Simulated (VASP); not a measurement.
A run of VASP 6.6.1 is set up as follows.

The input POSCAR:

```
BN
1.0
    2.5008899493      0.0000000000      0.0000000000
   -1.2504449746      2.1658342282      0.0000000000
    0.0000000000      0.0000000000      6.8871916437
B N
2 2
Direct
    0.3333333333      0.6666666667      0.2500000000
    0.6666666667      0.3333333333      0.7500000000
    0.3333333333      0.6666666667      0.7500000000
    0.6666666667      0.3333333333      0.2500000000
```

File INCAR.step1:

```
  PREC = Accurate
  ENCUT = 520
  ISMEAR = 0
  SIGMA = 0.05
  LREAL = F
  LASPH = T
  NELM = 60
  NBANDS = 16
  GGA = PE
  ALGO = Normal
  EDIFF = 1E-4
  LWAVE = T
  LCHARG = F
```

INCAR.step2

```
  PREC = Accurate
  ENCUT = 520
  EDIFF = 1E-8
  ISMEAR = 0
  SIGMA = 0.05
  LREAL = F
  LASPH = T
  NELM = 60
  ALGO = Normal
  ISIF = 2
  LWAVE = F
  LCHARG = F
  METAGGA = R2SCAN
  LMIXTAU = T
  LEFG = T
  NBANDS = 16
  ISTART = 1
```

File KPOINTS:

```
regular mesh
0
Gamma
  10 10 4
```

Potentials or basis: VASP PAW PBE potentials, release 64 (B, N).

Command:

```sh
$ cat potpaw_PBE.64/B/POTCAR potpaw_PBE.64/N/POTCAR > POTCAR
$ cp INCAR.step1 INCAR
$ mpirun -np 1 vasp_std > vasp.out
$ cp INCAR.step2 INCAR
$ mpirun -np 1 vasp_std > vasp.out
```

Question: What does it give for the pressure?

Answer: 0.4 GPa.

Question: What does it give for the band gap on the k mesh?

Answer: 4.91 eV (least direct gap 5.41 eV).

Stress tensor (GPa, compression positive):
```
 0.71  0.00  0.00
 0.00  0.71  0.00
 0.00  0.00 -0.28
```

Caveat: without QUAD_EFG the Cq values of the log hold for a quadrupole moment of 1 mb, not for the nuclei; the PAW data sets were made with another functional, which shifts forces and pressure a little. A k mesh can miss the band edges.
